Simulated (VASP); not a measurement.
Cd3Te2S:

```
Cd Te S
1.0
     4.40248    0.00000    0.00000
     0.00000    4.40248    0.00000
     0.00000    0.00000    7.32325
Cd Te S
3 2 1
Direct
  0.00000 0.00000 0.00000
  0.50000 0.00000 0.67563
  0.00000 0.50000 0.32437
  0.50000 0.00000 0.26714
  0.00000 0.50000 0.73286
  0.50000 0.50000 0.00000
```

The cell was generated, and may not be a known phase.

```yaml
Program: VASP 6.6.1
Task: relaxation of cell and atoms
Functional: PBE
Potentials_or_basis: VASP PAW PBE potentials, release 64 (Cd, Te, S)
Cutoff: 600 eV
k_mesh: 4 × 4 × 4
Occupations: gaussian, width 0.1 eV
Spin: no spin polarisation
```

At the start: pressure 7.1 GPa; volume 23.66 Å³/atom.

Where does the relaxation end?

Over 43 steps the energy falls by 376.2 meV/atom and the volume is 28.78 Å³/atom (+21.7 %); space group P-4m2 (No. 115, to 0.1 Å) before and after.

The path:
```
step  energy change (eV)  largest force (eV/Å)  pressure (GPa)  volume (Å³)
   1              0.0000                1.3945            7.14       141.94
   3             -0.5076                0.7249           -1.04       162.38
   5             -1.1774                0.6580           -0.35       156.54
   7             -1.5995                0.3208            3.41       148.88
   9             -1.6689                0.2965            3.66       150.02
  11             -1.7557                0.2953            2.87       167.89
  13             -1.8739                0.1948            0.78       166.59
  15             -1.8815                0.2228           -0.03       168.91
  17             -1.8968                0.2471           -0.07       169.40
  19             -1.9673                0.3469           -0.33       171.55
  21             -2.0712                0.5798           -2.90       180.08
  23             -2.1158                0.3177           -2.09       177.98
  25             -2.1257                0.3430           -2.06       177.56
  27             -2.1492                0.4773           -1.95       175.68
  29             -2.1943                0.3619           -1.03       171.92
  31             -2.2140                0.2375            0.22       167.55
  33             -2.2297                0.1830            0.18       167.41
  35             -2.2372                0.0962            0.17       167.21
  37             -2.2445                0.0718           -0.16       169.21
  39             -2.2491                0.0885           -0.57       172.25
  41             -2.2562                0.0478           -0.26       172.54
  43             -2.2571                0.0266           -0.09       172.68
```

Final structure:
```yaml
crystal:
  lattice:
    - [3.96781, 0.00000, 0.00000]
    - [0.00000, 3.96781, 0.00000]
    - [0.00000, 0.00000, 10.96840]
  atoms:
    - { symbol: Cd, position: [0.00000, 0.00000, 0.00000] }
    - { symbol: Cd, position: [0.50000, 0.00000, 0.59558] }
    - { symbol: Cd, position: [0.00000, 0.50000, 0.40442] }
    - { symbol: Te, position: [0.50000, 0.00000, 0.31826] }
    - { symbol: Te, position: [0.00000, 0.50000, 0.68174] }
    - { symbol: S, position: [0.50000, 0.50000, 0.00000] }
```

Caveat: the volume moved by over 15 % at a fixed basis, so the end points are rough.
